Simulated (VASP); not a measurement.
A run of VASP 6.6.1 is set up as follows.

Contents of INCAR:

```
SYSTEM = Al2H
  PREC = Accurate
  ENCUT = 500
  EDIFF = 1E-6
  ISMEAR = 0
  SIGMA = 0.2
  LREAL = .False.
  LASPH = .True.
  NELM = 120
  ALGO = Normal
  ISIF = 2
  LWAVE = .False.
  LCHARG = .False.
  GGA = PE
  NBANDS = 10
  GGA_COMPAT = .False.
```

The input KPOINTS:

```
regular mesh
0
Gamma
  8 5 5
  0 0 0
```

File POSCAR:

```
Al2H
1.0
    2.6923300845      0.0000000000      0.0000000000
    0.0000000000      5.7560781966      0.0000000000
    0.0000000000      0.0000000000      2.7544874817
Al H
2 1
Direct
    0.0000000000      0.7397866643      0.5000000000
    0.0000000000      0.2602133357      0.5000000000
    0.0000000000      0.0000000000      0.0000000000
```

Potentials or basis: VASP PAW PBE potentials, release 64 (Al, H).

Launch:

```console
$ cat potpaw_PBE.64/Al/POTCAR potpaw_PBE.64/H/POTCAR > POTCAR
$ mpirun -np 1 vasp_std > vasp.out
```

(1) What does it give for the pressure?

(2) What does it give for the largest force?

Answers

(1) -0.2 GPa.

(2) 0.010 eV/Å.

Caveat: the k points lie up to 0.46 Å⁻¹ apart.
